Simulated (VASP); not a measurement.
# SnS2 (Berndtite-2T) (P-3m1) in VASP: a series of runs, part 2 of 2

VASP 6.6.1. Earlier steps stand in the parts before.

### Step 4. Relaxation of cell and atoms, PBE+D4, target pressure 20 GPa, at which the enthalpy is minimised

Input file INCAR:

```
PREC     = Accurate       # precision mode
ENCUT    = 500            # plane-wave cutoff, eV
EDIFF    = 1E-7           # SCF threshold, eV
ISMEAR   = 0              # smearing method
SIGMA    = 0.01           # smearing width, eV
LREAL    = False          # projectors in reciprocal space
LASPH    = True           # aspherical terms in the spheres
NELM     = 120            # most SCF steps
ALGO     = Normal         # electronic algorithm
ISIF     = 3              # what is computed and relaxed
LWAVE    = False          # write WAVECAR
LCHARG   = False          # write CHGCAR
GGA      = PE             # functional
IVDW     = 13             # dispersion correction
IBRION   = 2              # ionic algorithm
NSW      = 80             # ionic steps
EDIFFG   = -0.01          # ionic threshold
PSTRESS  = 200.0        
GGA_COMPAT= False        
NELMIN   = 4
```

Input file KPOINTS:

```
regular mesh
0
Gamma
  6 6 4
```

Input file POSCAR:

```
SnS2
1.0
    3.6390000000      0.0000000000      0.0000000000
   -1.8195000000      3.1514660000      0.0000000000
    0.0000000000      0.0000000000      5.8680000000
Sn S
1 2
Direct
    0.0000000000      0.0000000000      0.0000000000
    0.3333333333      0.6666666667      0.2500000000
    0.6666666667      0.3333333333      0.7500000000
```

Potentials or basis: VASP PAW PBE potentials, release 64 (Sn_d, S).

Run with:

```console
> cat potpaw_PBE.64/Sn_d/POTCAR potpaw_PBE.64/S/POTCAR > POTCAR
> mpirun -np 1 vasp_std > vasp.out
```

OUTCAR:

```text
PREC = Accurate
   ENCUT = 500
   EDIFF = 1E-7
   ISMEAR = 0
   LREAL = False
   LASPH = True
   NELM = 120
   ISIF = 3
   GGA = PE
   IVDW = 13
   IBRION = 2
   NSW = 80
   EDIFFG = -0.01
   PSTRESS = 200.0
   NELMIN = 4

 ion  position               nearest neighbor table
   1  0.000  0.000  0.000-   2 2.56   3 2.56   3 2.56   2 2.56   3 2.56   2 2.56
   2  0.333  0.667  0.250-   1 2.56   1 2.56   1 2.56
   3  0.667  0.333  0.750-   1 2.56   1 2.56   1 2.56

  LATTYP: Found a hexagonal cell.
 ALAT       =     3.6390000000
 C/A-ratio  =     1.6125309151

  Lattice vectors:

 A1 = (   3.6390000000,   0.0000000000,   0.0000000000)
 A2 = (  -1.8195000000,   3.1514660000,   0.0000000000)
 A3 = (   0.0000000000,   0.0000000000,   5.8680000000)

[... 175 lines left out ...]
  free energy    TOTEN  =       -13.13336019 eV

  energy without entropy =      -13.13336019  energy(sigma->0) =      -13.13336019

 E-fermi :   4.8680     XC(G=0):  -9.6599

 val. band max:        4.7969237774   @ k =   0.0000   0.0000   0.0000
 cond. band min:       6.2792575364   @ k =   0.5000   0.0000   0.2500
 fundamental gap:      1.4823337590
 Fermi energy:         4.8679571379
[... 1089 lines left out ...]
  energy  without entropy=      -13.7094518055  energy(sigma->0) =      -13.70945181

  enthalpy is  TOTEN    =        -6.4292152732 eV   P V=        7.2802365323

[... ionic steps 4 to 13 ...]

--------------------------------------- Ionic step       14  -------------------------------------------

 number of electron      26.0000006 magnetization

------------------------ aborting loop because EDIFF is reached ----------------------------------------
[... 81 lines left out ...]
--------------------------------------- Ionic step       16  -------------------------------------------

 number of electron      26.0000006 magnetization

 Free energy of the ion-electron system (eV)
  ---------------------------------------------------
  ext. energy  EPLUGINS =         0.00000000
  ---------------------------------------------------
  free energy    TOTEN  =       -12.16311455 eV

  energy without entropy =      -12.16311352  energy(sigma->0) =      -12.16311403

 E-fermi :   9.1049     XC(G=0): -11.0679

 val. band max:        9.0840103022   @ k =   0.0000   0.0000   0.0000
 cond. band min:       9.1272495600   @ k =   0.3333   0.3333   0.0000
 fundamental gap:      0.0432392579
 Fermi energy:         9.1048954603
[... 516 lines left out ...]
  energy  without entropy=      -13.5459515620  energy(sigma->0) =      -13.54595208

  enthalpy is  TOTEN    =        -7.0126486691 eV   P V=        6.5333039222

 reached required accuracy - stopping structural energy minimisation
```

CONTCAR:

```text
SnS2
   1.00000000000000
     3.5001638335348582    0.0000000000000000   -0.0000000000000000
    -1.7500819167674291    3.0312290902278982   -0.0000000000000000
     0.0000000000000000   -0.0000000000000000    4.9329454750729225
  Sn              S
     1     2
Direct
     0.0000000000000000    1.0000000000000000    0.0000000000000000
     0.3333333332999970    0.6666666667000030    0.2954369226053639
     0.6666666667000030    0.3333333332999970    0.7045630773946360

  0.00000000E+00  0.00000000E+00  0.00000000E+00
  0.00000000E+00  0.00000000E+00  0.00000000E+00
  0.00000000E+00  0.00000000E+00  0.00000000E+00
```

Run time: 3 min. Hardware: 1 thread of AMD EPYC 9R45 (Zen 5), shared host; peak memory 0.18 GiB.

Results:

```yaml
Free_energy: -13.5460 eV
Relaxed_volume: 17.45 Å³/atom
Relaxed_cell: a = 3.500 Å, b = 3.500 Å, c = 4.933 Å, α = 90.00°, β = 90.00°, γ = 120.00°
Space_group_after_relaxing_to_0.05_Å: P-3m1 (No. 164)
Energy_change_on_relaxing_the_enthalpy_is_what_falls: +221.8 meV/atom
Ionic_steps: 16
Pressure_after_relaxing: 20.0 GPa
Largest_force_after_relaxing: 0.007 eV/Å
Band_gap_on_the_k_mesh: 0.04 eV, indirect (least direct gap 1.79 eV)
Dispersion_energy_per_atom: -0.461 eV
```

Forces in eV/Å, atoms in the order of the input:
```
Sn   0.000  0.000  0.000
S    0.000  0.000  0.007
S    0.000  0.000 -0.007
```

Step by step:
```tsv
step	energy change (eV)	largest force (eV/Å)	pressure (GPa)	volume (Å³)
1	0.0000	0.2456	1.66	67.30
2	4.0931	7.1654	83.26	45.26
3	0.5020	1.9869	18.63	58.32
4	0.5606	2.1135	19.98	57.83
5	0.5575	1.2721	20.14	55.31
6	1.0246	0.3838	24.24	50.47
7	0.8182	0.0334	22.57	51.84
8	0.5454	0.3816	15.98	53.56
9	0.5690	0.3391	16.67	53.37
10	0.7257	0.1724	21.83	51.88
11	0.6797	0.0550	20.57	52.23
12	0.6510	0.0178	19.75	52.45
13	0.6570	0.0257	19.92	52.41
14	0.6565	0.0250	19.90	52.41
15	0.6613	0.0155	19.97	52.37
16	0.6655	0.0070	20.03	52.34
```

Final structure:
```xyz
3
Lattice="3.5002 0.0000 0.0000 -1.7501 3.0312 0.0000 0.0000 0.0000 4.9329" Properties=species:S:1:pos:R:3 pbc="T T T"
Sn   -1.7501    3.0312    0.0000
S     0.0000    2.0208    1.4574
S     1.7501    1.0104    3.4756
```

Levels at points of the mesh, in eV from the valence-band top:
```csv
k point,band 10,band 11,band 12,band 13,band 14,band 15,band 16,band 17
"(0.00, 0.00, 0.00)",-1.87,-1.58,-1.58,0.00,1.79,2.75,5.12,5.12
"(0.50, 0.00, 0.00)",-5.12,-4.32,-3.40,-0.78,1.81,3.70,3.89,4.45
"(0.00, 0.00, 0.50)",-2.15,-2.15,-0.98,-0.98,3.13,3.70,3.95,3.95
"(0.50, 0.00, 0.50)",-3.33,-2.65,-2.45,-2.10,1.62,3.64,4.49,6.01
```

Caveat: the cell is relaxed towards a set pressure, so the enthalpy falls and the energy may rise; the volume moved by over 15 % at a fixed basis, so the end points are rough; spin-orbit coupling is left out, which moves the levels of the heavy elements.

### Step 5. Overview

```tsv
cell	gap on the mesh (eV)	pressure (GPa)	largest force (eV/Å)
relaxed to 5 GPa	0.99	5.0	-
relaxed to 10 GPa	0.57	10.0	0.01
relaxed to 20 GPa	0.04	20.0	0.01
```

Alike in all rows: task relaxation of cell and atoms; level PBE+D4; potentials or basis VASP PAW PBE potentials, release 64 (Sn_d, S); no spin polarisation; k mesh 6 × 6 × 4; cutoff (eV) 500; smearing gaussian 0.01 eV.

Caveats: the cell is relaxed towards a set pressure, so the enthalpy falls and the energy may rise; spin-orbit coupling is left out, which moves the levels of the heavy elements; the volume moved by over 15 % at a fixed basis, so the end points are rough (some runs).

Total energies depend on the potentials used, so only differences within one code and one set of settings carry meaning.
